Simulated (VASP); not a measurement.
The system is NaH6.

```xyz
7
Lattice="3.8345 0.0000 0.0000 0.0000 3.8345 0.0000 0.0000 0.0000 3.8345" Properties=species:S:1:pos:R:3 pbc="T T T"
Na    0.0000    0.0000    0.0000
H     0.4210    1.9173    1.9173
H     1.9173    0.4210    1.9173
H     3.4136    1.9173    1.9173
H     1.9173    3.4136    1.9173
H     1.9173    1.9173    0.4210
H     1.9173    1.9173    3.4136
```

```yaml
Program: VASP 6.6.1
Task: relaxation of cell and atoms
Functional: PBE
Potentials_or_basis: VASP PAW PBE potentials, release 64 (Na_pv, H)
Cutoff: 600 eV
k_mesh: 10 × 10 × 10
Occupations: gaussian, width 0.1 eV
Spin: no spin polarisation
```

At the start: pressure 0.3 GPa; volume 8.05 Å³/atom.

Question: How do energy, volume and symmetry change on relaxing?

Answer: Over 10 steps the energy falls by 3.9 meV/atom and the volume is 9.18 Å³/atom (+14.0 %); space group Pm-3m (No. 221, to 0.05 Å).

Step by step:
```tsv
step	energy change (eV)	largest force (eV/Å)	pressure (GPa)	volume (Å³)
1	0.0000	0.2283	0.33	56.38
2	-0.0048	0.1175	1.45	56.52
3	-0.0057	0.0143	1.12	56.48
4	-0.0086	0.0161	1.02	56.95
5	-0.0160	0.0228	0.78	58.36
6	-0.0249	0.0469	0.42	61.25
7	-0.0238	0.1283	0.07	67.32
8	-0.0270	0.0914	0.25	64.11
9	-0.0021	0.5205	-1.57	65.51
10	-0.0276	0.0012	-0.03	64.29
```

Final structure:
```
CELL_PARAMETERS angstrom
4.00612 0.00000 0.00000
0.00000 4.00612 0.00000
0.00000 0.00000 4.00612
ATOMIC_POSITIONS crystal
Na 0.00000 0.00000 0.00000
H 0.10176 0.50000 0.50000
H 0.50000 0.10176 0.50000
H 0.89824 0.50000 0.50000
H 0.50000 0.89824 0.50000
H 0.50000 0.50000 0.10176
H 0.50000 0.50000 0.89824
```
